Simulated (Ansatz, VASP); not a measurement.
# One calculation of Ge, two programs

```
Ge
1.0
     3.99759    0.00000    0.00000
    -1.99879    3.46201    0.00000
     0.00000    0.00000    6.53338
Ge
4
Direct
  0.66667 0.33333 0.06290
  0.33333 0.66667 0.56290
  0.66667 0.33333 0.43710
  0.33333 0.66667 0.93710
```

Change from the starting cell: zz strain of -1 %, PAW files.

Alike in both runs: task electric field gradients; functional PBE; k mesh 11 × 11 × 6; occupations fermi-dirac, width 0.05 eV; no spin polarisation.

```csv
,VASP,Ansatz
version,VASP 6.6.1,Ansatz 0.2.0
potentials or method,"VASP PAW PBE potentials, release 64 (Ge_d)","PAW with Ansatz's default frozen-core files, scalar-relativistic"
plane-wave cutoff (eV),520,420
valence electrons in the cell,56,56
```

VASP gave:

```
pressure (GPa)                                                : 3.6
traceless stress, the component that is largest in VASP (GPa) : 1.20
rms of the force components (eV/Å)                            : 0.056
size of Vzz on the site where it differs most (V/Å²)          : 1.4
```

Which values does Ansatz return?

Pressure (GPa): 3.7; traceless stress, the component that is largest in VASP (GPa): 1.19; rms of the force components (eV/Å): 0.056; size of Vzz on the site where it differs most (V/Å²): 1.7.

Atom by atom the forces differ by 0.000 eV/Å (rms over components).
